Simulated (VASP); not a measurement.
# HfB (Fm-3m) in VASP: single point with PBEsol

Aim: the single point of HfB with PBEsol.

All numbers are computed with VASP 6.6.1; they aren't measurements. Logs are shortened: lines on timing, memory, paths and dates and some standing lists are left out, and cuts for length are marked.

## (1) The cell of the first run

The structure is cubic, space group Fm-3m (No. 225). Conventional cell: a = 4.250 Å, b = 4.250 Å, c = 4.250 Å, α = 90.00°, β = 90.00°, γ = 90.00°. Hf (site symmetry m-3m) has 6 B at 2.13 Å within 2.8 Å. Within 2.8 Å of B (site symmetry m-3m) lie 6 Hf at 2.13 Å.

## (2) Single point, PBEsol (strain -0.080 along x and y, -0.080 along z)

INCAR reads:

```
SYSTEM = HfB
PREC = Accurate ; ENCUT = 520
EDIFF = 1E-6 ; ISMEAR = 0
SIGMA = 0.15 ; LREAL = .False.
LASPH = .True. ; NELM = 80
ALGO = Normal ; ISIF = 2
LWAVE = .False. ; LCHARG = .False.
GGA = PS ; NBANDS = 14
```

KPOINTS reads:

```
regular mesh
0
Gamma
  18 18 18
  0 0 0
```

POSCAR reads:

```
HfB
1.0
    0.0000000000      2.1252000000      2.1252000000
    2.1252000000      0.0000000000      2.1252000000
    2.1252000000      2.1252000000      0.0000000000
Hf B
1 1
Direct
    0.5000000000      0.5000000000      0.5000000000
    0.0000000000      0.0000000000      0.0000000000
```

Potentials or basis: VASP PAW PBE potentials, release 64 (Hf_pv, B).

On the command line:

```sh
$ cat potpaw_PBE.64/Hf_pv/POTCAR potpaw_PBE.64/B/POTCAR > POTCAR
$ mpirun -np 1 vasp_std > vasp.out
```

OUTCAR:

```text
SYSTEM = HfB
   PREC = Accurate
   ENCUT = 520
   EDIFF = 1E-6
   ISMEAR = 0
   LREAL = .False.
   LASPH = .True.
   NELM = 80
   ISIF = 2
   GGA = PS

 ion  position               nearest neighbor table
   1  0.500  0.500  0.500-   2 2.13   2 2.13   2 2.13   2 2.13   2 2.13   2 2.13
   2  0.000  0.000  0.000-   1 2.13   1 2.13   1 2.13   1 2.13   1 2.13   1 2.13

  LATTYP: Found a face centered cubic cell.
 ALAT       =     4.2504000000

  Lattice vectors:

 A1 = (   0.0000000000,   2.1252000000,   2.1252000000)
 A2 = (   2.1252000000,   0.0000000000,   2.1252000000)
 A3 = (   2.1252000000,   2.1252000000,   0.0000000000)

Analysis of symmetry for initial positions (statically):
=====================================================================
 Subroutine PRICEL returns:
 Original cell was already a primitive cell.

 Routine SETGRP: Setting up the symmetry group for a
 face centered cubic supercell.

 Subroutine GETGRP returns: Found 48 space group operations
 (whereof 48 operations were pure point group operations)
 out of a pool of 48 trial point group operations.

The static configuration has the point symmetry O_h .

Analysis of symmetry for dynamics (positions and initial velocities):
=====================================================================
 Subroutine PRICEL returns:
 Original cell was already a primitive cell.

 Routine SETGRP: Setting up the symmetry group for a
 face centered cubic supercell.

 Subroutine GETGRP returns: Found 48 space group operations
 (whereof 48 operations were pure point group operations)
 out of a pool of 48 trial point group operations.

The dynamic configuration has the point symmetry O_h .

 Subroutine INISYM returns: Found 48 space group operations
 (whereof 48 operations are pure point group operations),
 and found     1 'primitive' translations

----------------------------------------------------------------------------------------

                                     Primitive cell

  volume of cell :      19.1968

  direct lattice vectors                    reciprocal lattice vectors
     0.000000000  2.125200000  2.125200000    -0.235271974  0.235271974  0.235271974
     2.125200000  0.000000000  2.125200000     0.235271974 -0.235271974  0.235271974
     2.125200000  2.125200000  0.000000000     0.235271974  0.235271974 -0.235271974

  length of vectors
     3.005486663  3.005486663  3.005486663     0.407503013  0.407503013  0.407503013

  position of ions in fractional coordinates (direct lattice)
     0.500000000  0.500000000  0.500000000
     0.000000000  0.000000000  0.000000000

  ion indices of the primitive-cell ions
   primitive index   ion index
                 1           1
                 2           2

----------------------------------------------------------------------------------------
[... 87 lines left out ...]
   IALGO  =     38    algorithm
   IMIX   =      4    mixing-type and parameters
     AMIX     =   0.40;   BMIX     =  1.00
     AMIX_MAG =   1.60;   BMIX_MAG =  1.00
  volume/ion in A,a.u.               =       9.60        64.77
  Fermi-wavevector in a.u.,A,eV,Ry     =   1.437627  2.716721 28.120122  2.066771
  Thomas-Fermi vector in A             =   2.556683
   LORBIT       =      0    0 simple, 1 ext, 2 COOP (PROOUT), +10 PAW based schemes
   GGA     = PS    functional components
   LHFCALC =     F    Hartree Fock is set to
   AEXX    =    0.0000 exact exchange contribution
   IVDW    =     0    specifies the selected vdW correction
   LEPSILON=     F    determine dielectric tensor
   LRPA    =     F    only Hartree local field effects (RPA)
 non-spin polarized calculation
 Gauss-broadening in eV      SIGMA  =   0.15
  energy-cutoff  :      520.00
  volume of cell :       19.20
 maximum number of plane-waves:       534
   NGX = 11   NGY = 11   NGZ = 11

 number of electron      12.9999999 magnetization

 Free energy of the ion-electron system (eV)
  ---------------------------------------------------
  ext. energy  EPLUGINS =         0.00000000
  ---------------------------------------------------
  free energy    TOTEN  =       -15.89296148 eV

  energy without entropy =      -15.88379856  energy(sigma->0) =      -15.88838002

 E-fermi :   6.7629     XC(G=0): -13.6415

 val. band max:        6.7574831575   @ k =   0.2222   0.2222   0.0000
 cond. band min:       6.7845240788   @ k =   0.1667   0.1111   0.0000
 fundamental gap:      0.0270409213
 Fermi energy:         6.7629415896

 k-point     1 :       0.0000    0.0000    0.0000
  band No.  band energies     occupation
      1     -20.1942      2.00000
      2     -20.1942      2.00000
      3     -20.1942      2.00000
      4      -3.4755      2.00000
      5       9.0567      0.00000
      6       9.0567      0.00000
      7       9.0567      0.00000
      8      11.5342      0.00000
      9      11.5342      0.00000
     10      11.5342      0.00000
     11      11.9125      0.00000
     12      11.9125      0.00000
     13      19.4058      0.00000
     14      23.4046      0.00000
[... 377 lines left out ...]
      1     -21.0716      2.00000
      2     -20.3410      2.00000
      3     -20.2492      2.00000
      4      -1.3421      2.00000
      5       5.8282      2.00000
      6       6.3883      1.99959
      7       6.6557      1.68792
      8      10.8842      0.00000
      9      11.9919      0.00000
     10      13.2798      0.00000
     11      17.9538      0.00000
     12      19.8289      0.00000
     13      23.4360      0.00000
     14      23.5685      0.00000

 [... further k-points ...]

------------------------ aborting loop because EDIFF is reached ----------------------------------------

  FORCE on cell =-STRESS in cart. coord.  units (eV):
  Direction    XX          YY          ZZ          XY          YZ          ZX
  --------------------------------------------------------------------------------------
  -------------------------------------------------------------------------------------
  Total       15.3733239     15.3733239     15.3733239      0.0000000     -0.0000000     -0.0000000
  in kB     1283.0658403   1283.0658403   1283.0658403      0.0000000     -0.0000000     -0.0000000
  external PRESSURE =    1283.0658403 kB  Pullay stress =       0.0000000 kB

 VOLUME and BASIS-vectors are now :
 -----------------------------------------------------------------------------
  energy-cutoff  :      520.00
  volume of cell :       19.20
      direct lattice vectors                 reciprocal lattice vectors
     0.000000000  2.125200000  2.125200000    -0.235271974  0.235271974  0.235271974
     2.125200000  0.000000000  2.125200000     0.235271974 -0.235271974  0.235271974
     2.125200000  2.125200000  0.000000000     0.235271974  0.235271974 -0.235271974

 POSITION                                       TOTAL-FORCE (eV/Angst)
 -----------------------------------------------------------------------------------
      2.12520      2.12520      2.12520        -0.000000     -0.000000     -0.000000
      0.00000      0.00000      0.00000         0.000000      0.000000      0.000000
 -----------------------------------------------------------------------------------
    total drift:                               -0.000000     -0.000000      0.000000

  FREE ENERGIE OF THE ION-ELECTRON SYSTEM (eV)
  ---------------------------------------------------
  free  energy   TOTEN  =       -15.8929614782 eV

  energy  without entropy=      -15.8837985611  energy(sigma->0) =      -15.88838002
```

OSZICAR:

```text
N       E                     dE             d eps       ncg     rms          rms(c)
DAV:   1     0.263421163786E+02    0.26342E+02   -0.72203E+03  5460   0.908E+02
DAV:   2    -0.164146555303E+02   -0.42757E+02   -0.40685E+02  6644   0.206E+02
DAV:   3    -0.173057579273E+02   -0.89110E+00   -0.88676E+00  7026   0.210E+01
DAV:   4    -0.173074739248E+02   -0.17160E-02   -0.17159E-02  6196   0.114E+00
DAV:   5    -0.173074778653E+02   -0.39405E-05   -0.39406E-05  7020   0.498E-02    0.977E+01
DAV:   6    -0.160096217097E+02    0.12979E+01   -0.20079E+00  6816   0.899E+00    0.604E+01
DAV:   7    -0.159442044360E+02    0.65417E-01   -0.89810E-01  6948   0.599E+00    0.599E+00
DAV:   8    -0.158926402128E+02    0.51564E-01   -0.14587E-01  6240   0.261E+00    0.358E-01
DAV:   9    -0.158929858749E+02   -0.34566E-03   -0.38738E-03  6600   0.511E-01    0.163E-01
DAV:  10    -0.158929642461E+02    0.21629E-04   -0.11056E-04  6108   0.769E-02    0.112E-01
DAV:  11    -0.158929614094E+02    0.28367E-05   -0.13024E-05  6528   0.253E-02    0.931E-03
DAV:  12    -0.158929614782E+02   -0.68786E-07   -0.21444E-07  3540   0.369E-03
   1 F= -.15892961E+02 E0= -.15888380E+02  d E =-.916292E-02
```

Run time: 24 s. Hardware: 1 thread of Intel Xeon Platinum 8375C at 2.90GHz (Ice Lake), shared host; peak memory 0.18 GiB.

What came out:

| Item | Value |
| --- | --- |
| Free energy | -15.8930 eV |
| Pressure | 128.3 GPa |

Caveat: the cell differs from its parent crystal (strain -0.080 along x and y, -0.080 along z); the PAW data sets were made with another functional, which shifts forces and pressure a little; spin-orbit coupling is left out, which moves the levels of the heavy elements.
